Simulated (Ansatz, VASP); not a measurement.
**BN: VASP beside Ansatz**

Contents of POSCAR:

```
BN
1.0
    2.5539396017      0.0000000000      0.0000000000
   -1.2769698009      2.2117765748      0.0000000000
    0.0000000000      0.0000000000      4.2268550000
B N
2 2
Direct
    0.6666666667      0.3333333333      0.9878948741
    0.3333333333      0.6666666667      0.4997240000
    0.6666666667      0.3333333333      0.6252760000
    0.3333333333      0.6666666667      0.1252760000
```

INCAR.step1

```
SYSTEM = BN
PREC     = Accurate       ! precision mode
ENCUT    = 520            ! plane-wave cutoff, eV
ISMEAR   = 0              ! smearing method
SIGMA    = 0.05           ! smearing width, eV
LREAL    = .FALSE.        ! projectors in reciprocal space
LASPH    = .TRUE.         ! aspherical terms in the spheres
NELM     = 80             ! most SCF steps
NBANDS   = 16             ! bands
GGA      = PE             ! functional
ALGO     = Normal         ! electronic algorithm
EDIFF    = 1E-4           ! SCF threshold, eV
LWAVE    = .TRUE.         ! write WAVECAR
LCHARG   = .FALSE.        ! write CHGCAR
```

Contents of INCAR.step2:

```
SYSTEM = BN
PREC     = Accurate       ! precision mode
ENCUT    = 520            ! plane-wave cutoff, eV
EDIFF    = 1E-6           ! SCF threshold, eV
ISMEAR   = 0              ! smearing method
SIGMA    = 0.05           ! smearing width, eV
LREAL    = .FALSE.        ! projectors in reciprocal space
LASPH    = .TRUE.         ! aspherical terms in the spheres
NELM     = 80             ! most SCF steps
ALGO     = Normal         ! electronic algorithm
ISIF     = 2              ! what is computed and relaxed
LWAVE    = .FALSE.        ! write WAVECAR
LCHARG   = .FALSE.        ! write CHGCAR
METAGGA  = R2SCAN         ! meta-GGA
LMIXTAU  = .TRUE.       
NBANDS   = 16             ! bands
ISTART   = 1
```

The input KPOINTS:

```
Automatic mesh
0
G
  12 12 6
  0 0 0
```

Input for Ansatz:

```yaml
crystal:
  lattice:
    - [2.5539396017, 0.0, 0.0]
    - [-1.2769698009, 2.2117765748, 0.0]
    - [0.0, 0.0, 4.226855]
  atoms:
    - { symbol: B, position: [0.6666666667, 0.3333333333, 0.9878948741] }
    - { symbol: B, position: [0.3333333333, 0.6666666667, 0.499724] }
    - { symbol: "N", position: [0.6666666667, 0.3333333333, 0.625276] }
    - { symbol: "N", position: [0.3333333333, 0.6666666667, 0.125276] }
basis:
  ecutwfc: 500
kpoints:
  mp_grid: { grid: [12, 12, 6] }
hamiltonian:
  xc: r2scan
scf:
  occupations: { method: gaussian, width: 0.05 }
output:
  forces: true
  stress: true
  eigenvalues: true
```

Alike in both runs: task single point; functional r2SCAN; k mesh 12 × 12 × 6; occupations gaussian, width 0.05 eV; no spin polarisation.

```csv
,VASP,Ansatz
version,VASP 6.6.1,Ansatz 0.2.0
potentials or method,"VASP PAW PBE potentials, release 64 (B, N), cutoff 520 eV","scalar-relativistic, plane waves, PAW"
valence electrons in the cell,16,16
```

```tsv
	VASP	Ansatz	Ansatz less VASP
gap on the k mesh at the Fermi level (eV)	5.27	5.30	+0.032
least direct gap on the mesh (eV)	8.67	8.69	+0.020
pressure (GPa)	-3.5	-4.6	-1.06
traceless stress, the component that is largest in VASP (GPa)	-0.29	-0.39	-0.100
rms of the force components (eV/Å)	0.642	0.641	-0.0005
```

VASP's potentials were made for PBE, not for r2SCAN. Atom by atom the forces differ by 0.003 eV/Å (rms over components). The functional is the same, so the differences come from potentials, cutoffs and numerics.
